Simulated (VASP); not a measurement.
# P in VASP: a series of runs, part 2 of 3

VASP 6.6.1. Earlier steps stand in the parts before.

## Step 3: Single point, PBE

This run uses another cell than the first one, of 18.28 Å³/atom.

Contents of INCAR:

```
SYSTEM = P
PREC = Accurate
ENCUT = 520
EDIFF = 1E-7
ISMEAR = 0
SIGMA = 0.1
LREAL = .False.
LASPH = .True.
NELM = 60
ALGO = Normal
ISIF = 2
LWAVE = .False.
LCHARG = .False.
GGA = PE
NBANDS = 12
```

Contents of KPOINTS:

```
Automatic mesh
0
Gamma
  18 18 14
  0 0 0
```

Contents of POSCAR:

```
P
1.0
    3.0533180695      0.0000000000      0.0000000000
    0.0000000000      3.0533180695      0.0000000000
    0.0000000000      0.0000000000      3.9211036003
P
2
Direct
    0.5000000000      0.0000000000      0.8792591407
    0.0000000000      0.5000000000      0.1207408593
```

Potentials or basis: VASP PAW PBE potentials, release 64 (P).

Command:

```sh
cat potpaw_PBE.64/P/POTCAR > POTCAR
mpirun -np 1 vasp_std > vasp.out
```

OUTCAR:

```text
SYSTEM = P
   PREC = Accurate
   ENCUT = 520
   EDIFF = 1E-7
   ISMEAR = 0
   LREAL = .False.
   LASPH = .True.
   NELM = 60
   ISIF = 2
   GGA = PE

 ion  position               nearest neighbor table
   1  0.500  0.000  0.879-   2 2.36   2 2.36   2 2.36   2 2.36
   2  0.000  0.500  0.121-   1 2.36   1 2.36   1 2.36   1 2.36

  LATTYP: Found a simple tetragonal cell.
 ALAT       =     3.0533180695
 C/A-ratio  =     1.2842106558

  Lattice vectors:

 A1 = (   3.0533180695,   0.0000000000,   0.0000000000)
 A2 = (   0.0000000000,   3.0533180695,   0.0000000000)
 A3 = (   0.0000000000,   0.0000000000,   3.9211036003)

Analysis of symmetry for initial positions (statically):
=====================================================================
 Subroutine PRICEL returns:
 Original cell was already a primitive cell.

 Routine SETGRP: Setting up the symmetry group for a
 simple tetragonal supercell.

 Subroutine GETGRP returns: Found 16 space group operations
 (whereof  8 operations were pure point group operations)
 out of a pool of 16 trial point group operations.

The static configuration has the point symmetry D_2d.
 The point group associated with its full space group is D_4h.

Analysis of symmetry for dynamics (positions and initial velocities):
=====================================================================
 Subroutine PRICEL returns:
 Original cell was already a primitive cell.

 Routine SETGRP: Setting up the symmetry group for a
 simple tetragonal supercell.

 Subroutine GETGRP returns: Found 16 space group operations
 (whereof  8 operations were pure point group operations)
 out of a pool of 16 trial point group operations.

The dynamic configuration has the point symmetry D_2d.
 The point group associated with its full space group is D_4h.

 Subroutine INISYM returns: Found 16 space group operations
 (whereof  8 operations are pure point group operations),
 and found     1 'primitive' translations

----------------------------------------------------------------------------------------

                                     Primitive cell

  volume of cell :      36.5555

  direct lattice vectors                    reciprocal lattice vectors
     3.053318069  0.000000000  0.000000000     0.327512554  0.000000000  0.000000000
     0.000000000  3.053318069  0.000000000     0.000000000  0.327512554  0.000000000
     0.000000000  0.000000000  3.921103600     0.000000000  0.000000000  0.255030242

  length of vectors
     3.053318069  3.053318069  3.921103600     0.327512554  0.327512554  0.255030242

  position of ions in fractional coordinates (direct lattice)
     0.500000000  0.000000000  0.879259141
     0.000000000  0.500000000  0.120740859

  ion indices of the primitive-cell ions
   primitive index   ion index
                 1           1
                 2           2

----------------------------------------------------------------------------------------

 KPOINTS: Automatic mesh

Automatic generation of k-mesh.
 Grid dimensions read from file:
 generate k-points for:   18   18   14

 Generating k-lattice:

  Cartesian coordinates                     Fractional coordinates (reciprocal lattice)
[... 42 lines left out ...]
   k-points           NKPTS =    440   k-points in BZ     NKDIM =    440   number of bands    NBANDS=     12
   number of dos      NEDOS =    301   number of ions     NIONS =      2
   total plane-waves  NPLWV =  17280
   dimension x,y,z NGX =    24 NGY =   24 NGZ =   30
   dimension x,y,z NGXF=    48 NGYF=   48 NGZF=   60
   ions per type =               2
   NGX,Y,Z   is equivalent  to a cutoff of  13.07, 13.07, 12.72 a.u.
   NGXF,Y,Z  is equivalent  to a cutoff of  26.13, 26.13, 25.44 a.u.
 SYSTEM =  P
   PREC   = accura    normal or accurate (medium, high low for compatibility)
   ISTART =      0    job   : 0-new  1-cont  2-samecut
   ICHARG =      2    charge: 1-file 2-atom 10-const
   ISPIN  =      1    spin polarized calculation?
   LNONCOLLINEAR =      F non collinear calculations
   LSORBIT =      F    spin-orbit coupling
   LASPH  =      T    aspherical Exc in radial PAW
   ENCUT  =  520.0 eV  38.22 Ry    6.18 a.u.   5.68  5.68  7.29*2*pi/ulx,y,z
   NELM   =     60;   NELMIN=  2; NELMDL= -5     # of ELM steps
   EDIFF  = 0.1E-06   stopping-criterion for ELM
   LREAL  =      F    real-space projection
   EDIFFG = 0.1E-05   stopping-criterion for IOM
   NSW    =      0    number of steps for IOM
   IBRION =     -1    ionic relax: 0-MD 1-quasi-New 2-CG
   NFREE  =      0    steps in history (QN), initial steepest desc. (CG)
   ISIF   =      2    stress and relaxation
   ISYM   =      2    0-nonsym 1-usesym 2-fastsym
   POTIM  = 0.5000    time-step for ionic-motion
   TEBEG  =    0.0;   TEEND  =   0.0 temperature during run
   PSTRESS=    0.0 pullay stress
   NELECT =      10.0000    total number of electrons
   NUPDOWN=      -1.0000    fix difference up-down
   EMIN   =  10.00;   EMAX   =-10.00  energy-range for DOS
   EFERMI =   0.00;   METHOD = LEGACY
   ISMEAR =     0;   SIGMA  =   0.10  broadening in eV -4-tet -1-fermi 0-gaus
   EFERMI_NEDOS =   21; number of points for ismear=-14 and -15
   IALGO  =     38    algorithm
   IMIX   =      4    mixing-type and parameters
     AMIX     =   0.40;   BMIX     =  1.00
     AMIX_MAG =   1.60;   BMIX_MAG =  1.00
  volume/ion in A,a.u.               =      18.28       123.34
  Fermi-wavevector in a.u.,A,eV,Ry     =   1.062733  2.008274 15.366429  1.129401
  Thomas-Fermi vector in A             =   2.198193
   LORBIT       =      0    0 simple, 1 ext, 2 COOP (PROOUT), +10 PAW based schemes
   GGA     = PE    functional components
   LHFCALC =     F    Hartree Fock is set to
   AEXX    =    0.0000 exact exchange contribution
   IVDW    =     0    specifies the selected vdW correction
   LEPSILON=     F    determine dielectric tensor
   LRPA    =     F    only Hartree local field effects (RPA)
 non-spin polarized calculation
 Gauss-broadening in eV      SIGMA  =   0.10
  energy-cutoff  :      520.00
  volume of cell :       36.56
 maximum number of plane-waves:      1011
 NGX is ok and might be reduce to    24
   NGX = 11   NGY = 11   NGZ = 15

 number of electron      10.0000000 magnetization

 number of electron       9.9999999 magnetization

 Free energy of the ion-electron system (eV)
  ---------------------------------------------------
  ext. energy  EPLUGINS =         0.00000000
  ---------------------------------------------------
  free energy    TOTEN  =        -9.87371276 eV

  energy without entropy =       -9.86916470  energy(sigma->0) =       -9.87143873

 E-fermi :   6.2028     XC(G=0): -10.0799

 val. band max:        6.1978065098   @ k =   0.4444   0.2778   0.0000
 cond. band min:       6.2101023060   @ k =   0.0556   0.0556   0.2143
 fundamental gap:      0.0122957962
 Fermi energy:         6.2027996344

 k-point     1 :       0.0000    0.0000    0.0000
  band No.  band energies     occupation
      1      -9.1339      2.00000
      2       0.7883      2.00000
      3       4.1464      2.00000
      4       4.1464      2.00000
      5       4.5495      2.00000
      6       6.8656      0.00000
      7       9.5086      0.00000
      8      13.3086      0.00000
      9      13.3086      0.00000
     10      16.9145      0.00000
     11      17.9544      0.00000
     12      18.1648      0.00000
[... 331 lines left out ...]
 k-point    24 :       0.3333    0.1111    0.0000
  band No.  band energies     occupation
      1      -7.2976      2.00000
      2      -2.5496      2.00000
      3       2.7970      2.00000
      4       4.4558      2.00000
      5       5.3515      2.00000
      6       8.2770      0.00000
      7       9.9415      0.00000
      8      11.0193      0.00000
      9      12.4371      0.00000
     10      14.3433      0.00000
     11      17.0305      0.00000
     12      17.3516      0.00000

 [... further k-points ...]

------------------------ aborting loop because EDIFF is reached ----------------------------------------

  FORCE on cell =-STRESS in cart. coord.  units (eV):
  Direction    XX          YY          ZZ          XY          YZ          ZX
  --------------------------------------------------------------------------------------
  -------------------------------------------------------------------------------------
  Total       -0.0913947     -0.0913947     -0.0067472      0.0000000      0.0000000      0.0000000
  in kB       -4.0057075     -4.0057075     -0.2957201      0.0000000      0.0000000      0.0000000
  external PRESSURE =      -2.7690451 kB  Pullay stress =       0.0000000 kB

 VOLUME and BASIS-vectors are now :
 -----------------------------------------------------------------------------
  energy-cutoff  :      520.00
  volume of cell :       36.56
      direct lattice vectors                 reciprocal lattice vectors
     3.053318069  0.000000000  0.000000000     0.327512554  0.000000000  0.000000000
     0.000000000  3.053318069  0.000000000     0.000000000  0.327512554  0.000000000
     0.000000000  0.000000000  3.921103600     0.000000000  0.000000000  0.255030242

 POSITION                                       TOTAL-FORCE (eV/Angst)
 -----------------------------------------------------------------------------------
      1.52666      0.00000      3.44767         0.000000      0.000000      0.021886
      0.00000      1.52666      0.47344         0.000000      0.000000     -0.021886
 -----------------------------------------------------------------------------------
    total drift:                               -0.000000     -0.000000     -0.000000

  FREE ENERGIE OF THE ION-ELECTRON SYSTEM (eV)
  ---------------------------------------------------
  free  energy   TOTEN  =        -9.8737127605 eV

  energy  without entropy=       -9.8691646970  energy(sigma->0) =       -9.87143873
```

It took 43 s on 1 thread of Intel Xeon 6975P-C (Granite Rapids), shared host; peak memory 0.25 GiB.

Results:

```yaml
Free_energy: -9.8737 eV
Pressure: -0.3 GPa
Largest_force: 0.022 eV/Å
Band_gap_on_the_k_mesh: zero (bands 5 and 6 overlap by 3.84 eV)
```

Forces on the atoms (eV/Å):
```
P    0.000  0.000  0.022
P    0.000  0.000 -0.022
```

Levels at points of the mesh, in eV from the Fermi level:
```tsv
k point	band 3	band 4	band 5	band 6	band 7	band 8
(0.00, 0.00, 0.00)	-2.06	-2.06	-1.65	0.66	3.31	7.11
(0.50, 0.00, 0.00)	-1.80	-1.80	1.28	1.28	3.34	3.34
(0.50, 0.50, 0.00)	-7.12	-7.12	0.60	0.60	3.58	3.58
(0.00, 0.00, 0.50)	-1.83	-1.83	0.63	2.17	3.70	5.81
(0.50, 0.00, 0.50)	-4.00	-4.00	1.46	1.46	5.21	5.21
(0.50, 0.50, 0.50)	-6.81	-6.81	-1.11	-1.11	1.10	1.10
```

Caveat: this functional lacks dispersion, which binds the layers, so the pressure and a relaxed spacing across them are unreliable.

(Continued in part 3 of 3.)
